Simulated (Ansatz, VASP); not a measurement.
# Two plane-wave programs on Sn

Contents of INCAR:

```
PREC = Accurate ; ENCUT = 520
EDIFF = 1E-6 ; ISMEAR = -1
SIGMA = 0.1 ; LREAL = F
LASPH = T ; NELM = 100
ALGO = Normal ; ISIF = 2
LWAVE = F ; LCHARG = F
GGA = PE ; NBANDS = 13
```

The input KPOINTS:

```
regular mesh
0
Gamma
  19 19 19
```

File POSCAR:

```
Sn
1.0
   -1.8241644988      1.8241644988      1.8241644988
    1.8241644988     -1.8241644988      1.8241644988
    1.8241644988      1.8241644988     -1.8241644988
Sn
1
Direct
    0.0000000000      0.0000000000      0.0000000000
```

Input for Ansatz:

```yaml
crystal:
  lattice:
    - [-1.8241644988, 1.8241644988, 1.8241644988]
    - [1.8241644988, -1.8241644988, 1.8241644988]
    - [1.8241644988, 1.8241644988, -1.8241644988]
  atoms:
    - { symbol: Sn, position: [0.0, 0.0, 0.0] }
hamiltonian:
  xc: pbe
  pseudopotentials:
    kind: paw
    azcp:
      Sn: "pseudopotentials/Sn.paw.azcp"
basis:
  ecutwfc: 420
  fft_grid_basis: typed
kpoints:
  mp_grid: { grid: [19, 19, 19], shift: [0, 0, 0] }
magnetization:
  spin_polarized: false
scf:
  occupations: { method: fermi_dirac, width: 0.1 }
output:
  stress: true
```

Alike in both runs: task single point; functional PBE; k mesh 19 × 19 × 19; occupations fermi-dirac, width 0.1 eV; no spin polarisation.

|  | VASP | Ansatz |
| --- | --- | --- |
| version | VASP 6.6.1 | Ansatz 0.2.0 |
| potentials or method | VASP PAW PBE potentials, release 64 (Sn_d), cutoff 520 eV | plane waves (420 eV) with PAW, scalar-relativistic |
| valence electrons in the cell | 14 | 14 |

```tsv
	VASP	Ansatz	Ansatz less VASP
pressure (GPa)	8.4	8.4	+0.02
```
